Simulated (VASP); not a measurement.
# TiS2 (P-3m1) in VASP: single point with HSE06

Aim: the single point of TiS2 with HSE06.

Program: VASP 6.6.1. These are calculated values, not measurements. Logs are shortened: lines on timing, memory, paths and dates and some standing lists are left out, and cuts for length are marked.

## 1. The cell of the first run

It takes space group P-3m1 (No. 164, trigonal). The conventional cell has a = 3.411 Å, b = 3.411 Å, c = 5.739 Å, α = 90.00°, β = 90.00°, γ = 120.00°. Ti (site symmetry -3m) has 6 S at 2.42 Å within 3.2 Å. Within 3.2 Å of S (site symmetry 3m) lie 3 Ti at 2.42 Å.

## 2. Single point, HSE06

Contents of POSCAR:

```
TiS2
1.0
    3.4106015401      0.0000000000      0.0000000000
   -1.7053007700      2.9536675759      0.0000000000
    0.0000000000      0.0000000000      5.7387202278
Ti S
1 2
Direct
    0.0000000000      0.0000000000      0.0000000000
    0.3333333333      0.6666666667      0.2449123195
    0.6666666667      0.3333333333      0.7550876805
```

Contents of INCAR.step1:

```
SYSTEM = TiS2
PREC     = Accurate       ! precision mode
ENCUT    = 400            ! plane-wave cutoff, eV
EDIFF    = 1E-5           ! SCF threshold, eV
ISMEAR   = -1             ! smearing method
SIGMA    = 0.02           ! smearing width, eV
LREAL    = .FALSE.        ! projectors in reciprocal space
LASPH    = .TRUE.         ! aspherical terms in the spheres
NELM     = 120            ! most SCF steps
ALGO     = Normal         ! electronic algorithm
ISIF     = 2              ! what is computed and relaxed
LWAVE    = .TRUE.         ! write WAVECAR
LCHARG   = .FALSE.        ! write CHGCAR
GGA      = PE             ! functional
NBANDS   = 19             ! bands
GGA_COMPAT= .FALSE.
```

Contents of INCAR.step2:

```
SYSTEM = TiS2
PREC     = Accurate       ! precision mode
ENCUT    = 400            ! plane-wave cutoff, eV
EDIFF    = 1E-6           ! SCF threshold, eV
ISMEAR   = -1             ! smearing method
SIGMA    = 0.02           ! smearing width, eV
LREAL    = .FALSE.        ! projectors in reciprocal space
LASPH    = .TRUE.         ! aspherical terms in the spheres
NELM     = 120            ! most SCF steps
ALGO     = Normal         ! electronic algorithm
ISIF     = 2              ! what is computed and relaxed
LWAVE    = .FALSE.        ! write WAVECAR
LCHARG   = .FALSE.        ! write CHGCAR
GGA      = PE             ! functional
LHFCALC  = .TRUE.         ! exact exchange
HFSCREEN = 0.2079         ! screening, 1/A
PRECFOCK = Normal       
ISTART   = 1            
NBANDS   = 19             ! bands
GGA_COMPAT= .FALSE.
```

Contents of KPOINTS:

```
regular mesh
0
G
  6 6 4
  0 0 0
```

Potentials or basis: VASP PAW PBE potentials, release 64 (Ti_sv, S).

Command:

```console
$ cat potpaw_PBE.64/Ti_sv/POTCAR potpaw_PBE.64/S/POTCAR > POTCAR
$ cp INCAR.step1 INCAR
$ mpirun -np 1 vasp_std > vasp.out
$ cp INCAR.step2 INCAR
$ mpirun -np 1 vasp_std > vasp.out
```

OUTCAR:

```text
SYSTEM = TiS2
   PREC = Accurate
   ENCUT = 400
   EDIFF = 1E-6
   ISMEAR = -1
   LREAL = .FALSE.
   LASPH = .TRUE.
   NELM = 120
   ISIF = 2
   GGA = PE
   LHFCALC = .TRUE.
   HFSCREEN = 0.2079
   PRECFOCK = Normal
   ISTART = 1

 ion  position               nearest neighbor table
   1  0.000  0.000  0.000-   2 2.42   3 2.42   2 2.42   3 2.42   3 2.42   2 2.42
   2  0.333  0.667  0.245-   1 2.42   1 2.42   1 2.42
   3  0.667  0.333  0.755-   1 2.42   1 2.42   1 2.42

  LATTYP: Found a hexagonal cell.
 ALAT       =     3.4106015401
 C/A-ratio  =     1.6826123370

  Lattice vectors:

 A1 = (   3.4106015401,   0.0000000000,   0.0000000000)
 A2 = (  -1.7053007700,   2.9536675759,   0.0000000000)
 A3 = (   0.0000000000,   0.0000000000,   5.7387202278)

Analysis of symmetry for initial positions (statically):
=====================================================================
 Subroutine PRICEL returns:
 Original cell was already a primitive cell.

 Routine SETGRP: Setting up the symmetry group for a
 hexagonal supercell.

 Subroutine GETGRP returns: Found 12 space group operations
 (whereof 12 operations were pure point group operations)
 out of a pool of 24 trial point group operations.

The static configuration has the point symmetry D_3d.

Analysis of symmetry for dynamics (positions and initial velocities):
=====================================================================
 Subroutine PRICEL returns:
 Original cell was already a primitive cell.

 Routine SETGRP: Setting up the symmetry group for a
 hexagonal supercell.

 Subroutine GETGRP returns: Found 12 space group operations
 (whereof 12 operations were pure point group operations)
 out of a pool of 24 trial point group operations.

The dynamic configuration has the point symmetry D_3d.

 Subroutine INISYM returns: Found 12 space group operations
 (whereof 12 operations are pure point group operations),
 and found     1 'primitive' translations

----------------------------------------------------------------------------------------

                                     Primitive cell

  volume of cell :      57.8106

  direct lattice vectors                    reciprocal lattice vectors
     3.410601540  0.000000000  0.000000000     0.293203409  0.169281067  0.000000000
    -1.705300770  2.953667576  0.000000000     0.000000000  0.338562135  0.000000000
     0.000000000  0.000000000  5.738720228     0.000000000  0.000000000  0.174254879

  length of vectors
     3.410601540  3.410601540  5.738720228     0.338562135  0.338562135  0.174254879

  position of ions in fractional coordinates (direct lattice)
     0.000000000  0.000000000  0.000000000
     0.333333333  0.666666667  0.244912320
     0.666666667  0.333333333  0.755087680

  ion indices of the primitive-cell ions
   primitive index   ion index
                 1           1
                 2           2
                 3           3

----------------------------------------------------------------------------------------

 KPOINTS: regular mesh

Automatic generation of k-mesh.
 Grid dimensions read from file:
 generate k-points for:    6    6    4

 Generating k-lattice:

  Cartesian coordinates                     Fractional coordinates (reciprocal lattice)
     0.048867235  0.028213511  0.000000000     0.166666667 -0.000000000  0.000000000
     0.000000000  0.056427022  0.000000000     0.000000000  0.166666667  0.000000000
     0.000000000  0.000000000  0.043563720     0.000000000  0.000000000  0.250000000

  Length of vectors
     0.056427022  0.056427022  0.043563720

  Shift w.r.t. Gamma in fractional coordinates (k-lattice)
     0.000000000  0.000000000  0.000000000

 Subroutine IBZKPT returns following result:
 ===========================================

 Found     24 irreducible k-points:

 Following reciprocal coordinates:
            Coordinates               Weight
  0.000000  0.000000  0.000000      1.000000
  0.166667  0.000000  0.000000      6.000000
  0.333333  0.000000  0.000000      6.000000
  0.500000 -0.000000  0.000000      3.000000
  0.166667  0.166667  0.000000      6.000000
  0.333333  0.166667  0.000000     12.000000
[... 16 lines left out ...]
  0.333333  0.166667  0.500000     12.000000
  0.333333  0.333333  0.500000      2.000000
   k-points           NKPTS =     24   k-points in BZ     NKDIM =    144   number of bands    NBANDS=     19
   number of dos      NEDOS =    301   number of ions     NIONS =      3
   total plane-waves  NPLWV =  23040
   dimension x,y,z NGX =    24 NGY =   24 NGZ =   40
   dimension x,y,z NGXF=    48 NGYF=   48 NGZF=   80
   ions per type =               1   2
   NGX,Y,Z   is equivalent  to a cutoff of  11.70, 11.70, 11.59 a.u.
   NGXF,Y,Z  is equivalent  to a cutoff of  23.40, 23.40, 23.18 a.u.
 SYSTEM =  TiS2
   PREC   = accura    normal or accurate (medium, high low for compatibility)
   ISTART =      1    job   : 0-new  1-cont  2-samecut
   ICHARG =      0    charge: 1-file 2-atom 10-const
   ISPIN  =      1    spin polarized calculation?
   LNONCOLLINEAR =      F non collinear calculations
   LSORBIT =      F    spin-orbit coupling
   LASPH  =      T    aspherical Exc in radial PAW
   ENCUT  =  400.0 eV  29.40 Ry    5.42 a.u.   5.56  5.56  9.36*2*pi/ulx,y,z
   NELM   =    120;   NELMIN=  2; NELMDL=  0     # of ELM steps
   EDIFF  = 0.1E-05   stopping-criterion for ELM
   LREAL  =      F    real-space projection
   EDIFFG = 0.1E-04   stopping-criterion for IOM
   NSW    =      0    number of steps for IOM
   IBRION =     -1    ionic relax: 0-MD 1-quasi-New 2-CG
   NFREE  =      0    steps in history (QN), initial steepest desc. (CG)
   ISIF   =      2    stress and relaxation
   ISYM   =      3    0-nonsym 1-usesym 2-fastsym
   POTIM  = 0.5000    time-step for ionic-motion
   TEBEG  =    0.0;   TEEND  =   0.0 temperature during run
   PSTRESS=    0.0 pullay stress
   NELECT =      24.0000    total number of electrons
   NUPDOWN=      -1.0000    fix difference up-down
   EMIN   =  10.00;   EMAX   =-10.00  energy-range for DOS
   EFERMI =   0.00;   METHOD = LEGACY
   ISMEAR =    -1;   SIGMA  =   0.02  broadening in eV -4-tet -1-fermi 0-gaus
   EFERMI_NEDOS =   21; number of points for ismear=-14 and -15
   IALGO  =     38    algorithm
   IMIX   =      1    mixing-type and parameters
     AMIX     =   0.40;   BMIX     =  1.00
     AMIX_MAG =   1.60;   BMIX_MAG =  1.00
  volume/ion in A,a.u.               =      19.27       130.04
  Fermi-wavevector in a.u.,A,eV,Ry     =   1.221263  2.307853 20.292878  1.491484
  Thomas-Fermi vector in A             =   2.356452
   LORBIT       =      0    0 simple, 1 ext, 2 COOP (PROOUT), +10 PAW based schemes
   GGA     = PE    functional components
   LHFCALC =     T    Hartree Fock is set to
   PRECFOCK=normal    Normal, Fast or Accurate (Low or Medium for compatibility)
   ENCUT4O =  -1.0   cutoff for four orbital integrals eV
   NKREDX  =     1    reduce k-point grid by
   NKREDY  =     1    reduce k-point grid by
   NKREDZ  =     1    reduce k-point grid by
   AEXX    =    0.2500 exact exchange contribution
   HFSCREEN=    0.2079 screening length (either q_TF or 0.3 A-1)
   HFSCREENC=   0.2079 screening length for correlation (either q_TF or 0.3 A-1)
   ENCUTFOCK=  -1.0 apply spherical cutoff to Coloumb kernel
   IVDW    =     0    specifies the selected vdW correction
   LEPSILON=     F    determine dielectric tensor
   LRPA    =     F    only Hartree local field effects (RPA)
 non-spin polarized calculation
  energy-cutoff  :      400.00
  volume of cell :       57.81
 maximum number of plane-waves:      1074
 NGX is ok and might be reduce to    24
  NGX = 18; NGY = 18; NGZ = 30

 number of electron      24.0000001 magnetization

 Free energy of the ion-electron system (eV)
  ---------------------------------------------------
  ext. energy  EPLUGINS =         0.00000000
  ---------------------------------------------------
  free energy    TOTEN  =       -24.20648438 eV

  energy without entropy =      -24.20648437  energy(sigma->0) =      -24.20648437

 E-fermi :   5.3197     XC(G=0):  -8.3140

 val. band max:        5.0231079369   @ k =   0.0000   0.0000   0.0000
 cond. band min:       5.6239183075   @ k =   0.5000  -0.0000   0.5000
 fundamental gap:      0.6008103705
 Fermi energy:         5.3197068077

 k-point     1 :       0.0000    0.0000    0.0000
  band No.  band energies     occupation
      1     -57.5969      2.00000
      2     -32.1826      2.00000
      3     -32.1137      2.00000
      4     -32.1137      2.00000
      5     -10.3483      2.00000
      6      -8.4766      2.00000
[... 11 lines left out ...]
     18      11.8761      0.00000
     19      12.8037      0.00000

 k-point     2 :       0.1667    0.0000    0.0000
  band No.  band energies     occupation
      1     -57.5937      2.00000
      2     -32.1760      2.00000
      3     -32.1516      2.00000
      4     -32.1226      2.00000
      5      -9.9937      2.00000
      6      -8.4099      2.00000
[... 11 lines left out ...]
     18      13.2791      0.00000
     19      14.0055      0.00000

 k-point     3 :       0.3333    0.0000    0.0000
  band No.  band energies     occupation
      1     -57.5867      2.00000
      2     -32.2269      2.00000
      3     -32.1626      2.00000
      4     -32.1402      2.00000
      5      -9.1319      2.00000
      6      -8.2965      2.00000
[... 11 lines left out ...]
     18      13.1165      0.00000
     19      13.8113      0.00000

 k-point     4 :       0.5000   -0.0000    0.0000
  band No.  band energies     occupation
      1     -57.5830      2.00000
      2     -32.2642      2.00000
      3     -32.1560      2.00000
      4     -32.1489      2.00000
      5      -8.4672      2.00000
      6      -8.3673      2.00000
[... 11 lines left out ...]
     18      12.6183      0.00000
     19      13.2957      0.00000

 k-point     5 :       0.1667    0.1667    0.0000
  band No.  band energies     occupation
      1     -57.5885      2.00000
      2     -32.2010      2.00000
      3     -32.1661      2.00000
      4     -32.1429      2.00000
      5      -9.3796      2.00000
      6      -8.3149      2.00000
[... 11 lines left out ...]
     18      14.3334      0.00000
     19      14.8813      0.00000
[... 334 lines left out ...]
      2     -32.2640      2.00000
      3     -32.1558      2.00000
      4     -32.1490      2.00000
      5      -8.5948      2.00000
      6      -8.2058      2.00000
[... 11 lines left out ...]
     18      11.5144      0.00000
     19      12.6887      0.00000

 k-point    22 :       0.1667    0.1667    0.5000
  band No.  band energies     occupation
      1     -57.5884      2.00000
      2     -32.2009      2.00000
      3     -32.1660      2.00000
      4     -32.1429      2.00000
      5      -9.0856      2.00000
      6      -8.6813      2.00000
[... 11 lines left out ...]
     18      14.2959      0.00000
     19      14.6374      0.00000

 k-point    23 :       0.3333    0.1667    0.5000
  band No.  band energies     occupation
      1     -57.5831      2.00000
      2     -32.2447      2.00000
      3     -32.1686      2.00000
      4     -32.1560      2.00000
      5      -8.5126      2.00000
      6      -8.3196      2.00000
[... 11 lines left out ...]
     18      12.7850      0.00000
     19      13.6578      0.00000

 k-point    24 :       0.3333    0.3333    0.5000
  band No.  band energies     occupation
      1     -57.5814      2.00000
      2     -32.2181      2.00000
      3     -32.2181      2.00000
      4     -32.1531      2.00000
      5      -8.2532      2.00000
      6      -8.2532      2.00000
[... 11 lines left out ...]
     18      13.7904      0.00000
     19      13.7904      0.00000

------------------------ aborting loop because EDIFF is reached ----------------------------------------

  FORCE on cell =-STRESS in cart. coord.  units (eV):
  Direction    XX          YY          ZZ          XY          YZ          ZX
  --------------------------------------------------------------------------------------
  -------------------------------------------------------------------------------------
  Total       -0.1946445     -0.1946445     -0.0229970     -0.0000000     -0.0000000      0.0000000
  in kB       -5.3944236     -5.3944236     -0.6373449     -0.0000000     -0.0000000      0.0000000
  external PRESSURE =      -3.8087307 kB  Pullay stress =       0.0000000 kB

 VOLUME and BASIS-vectors are now :
 -----------------------------------------------------------------------------
  energy-cutoff  :      400.00
  volume of cell :       57.81
      direct lattice vectors                 reciprocal lattice vectors
     3.410601540  0.000000000  0.000000000     0.293203409  0.169281067  0.000000000
    -1.705300770  2.953667576  0.000000000     0.000000000  0.338562135  0.000000000
     0.000000000  0.000000000  5.738720228     0.000000000  0.000000000  0.174254879

 POSITION                                       TOTAL-FORCE (eV/Angst)
 -----------------------------------------------------------------------------------
      0.00000      0.00000      0.00000        -0.000000      0.000000      0.000000
     -0.00000      1.96911      1.40548        -0.000000     -0.000000     -0.235311
      1.70530      0.98456      4.33324         0.000000      0.000000      0.235311
 -----------------------------------------------------------------------------------
    total drift:                               -0.000000     -0.000000     -0.000001

  FREE ENERGIE OF THE ION-ELECTRON SYSTEM (eV)
  ---------------------------------------------------
  free  energy   TOTEN  =       -24.2064843751 eV

  energy  without entropy=      -24.2064843685  energy(sigma->0) =      -24.20648437
```

Wall time 85 min (1 thread of Oxide Virtual Turin-like, shared host); peak memory 0.24 GiB.

Results:

```yaml
Free_energy: -24.2065 eV
Pressure: -0.4 GPa
Largest_force: 0.235 eV/Å
Band_gap_on_the_k_mesh: 0.60 eV (least direct gap 1.15 eV)
```

Forces on the atoms (eV/Å):
```
Ti   0.000  0.000  0.000
S    0.000  0.000 -0.235
S    0.000  0.000  0.235
```

Levels at points of the mesh, in eV from the valence-band top:
```
           k point  band 9  band 10  band 11  band 12  band 13  band 14  band 15  band 16
(0.00, 0.00, 0.00)   -3.38    -0.19     0.00     0.00     1.15     1.15     1.77     4.28
(0.50, 0.00, 0.00)   -3.34    -3.21    -2.98    -1.90     0.85     2.42     2.91     4.51
(0.00, 0.00, 0.50)   -3.34    -2.66    -0.16    -0.16     1.13     1.13     2.38     4.57
(0.50, 0.00, 0.50)   -3.38    -3.28    -1.60    -1.59     0.60     2.40     2.87     4.21
```

Caveat: the PAW data sets were made with another functional, which shifts forces and pressure a little; this functional lacks dispersion, which binds layers or chains, so the pressure and a relaxed spacing across them are unreliable.
